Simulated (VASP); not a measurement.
NbP, 4 atoms in the cell. The structure is tetragonal, space group I4_1md (No. 109). Conventional cell: a = 3.281 Å, b = 3.281 Å, c = 11.246 Å, α = 90.00°, β = 90.00°, γ = 90.00°. Within 3.3 Å of Nb (site symmetry 2mm) lie 6 P at 2.49 to 2.50 Å and 8 Nb at 3.26 to 3.28 Å. Within 3.3 Å of P (site symmetry 2mm) lie 6 Nb at 2.49 to 2.50 Å and 8 P at 3.26 to 3.28 Å.  This cell differs from its parent crystal: volume scaled by 0.94.

| Property | Result |
| --- | --- |
| Program | VASP 6.6.1 |
| Task | single point |
| Functional | LDA |
| Potentials or basis | VASP PAW LDA potentials, release 64 (Nb_sv, P) |
| Cutoff | 520 eV |
| k mesh | 11 × 11 × 11 |
| Occupations | fermi-dirac, width 0.05 eV |
| Spin | no spin polarisation |
| Dipole correction | no |
| Further INCAR settings | ALGO = Normal; EDIFF = 1e-07; NBANDS = 26 |

Potentials or basis: VASP PAW LDA potentials, release 64 (Nb_sv, P).

Launch:

```bash
$ cat potpaw_LDA.64/Nb_sv/POTCAR potpaw_LDA.64/P/POTCAR > POTCAR
$ mpirun -np 1 vasp_std > vasp.out
```

Hardware: 1 thread of AMD EPYC 7R43 64-Core Processor (Zen 3), with other jobs on the host.

Task: How long does it take, and how much memory?

Result: Run time: 18 min on 1 thread of AMD EPYC 7R43 64-Core Processor (Zen 3), on a shared host, peak memory 0.33 GiB. Counts: scf iterations 13, k points 126.
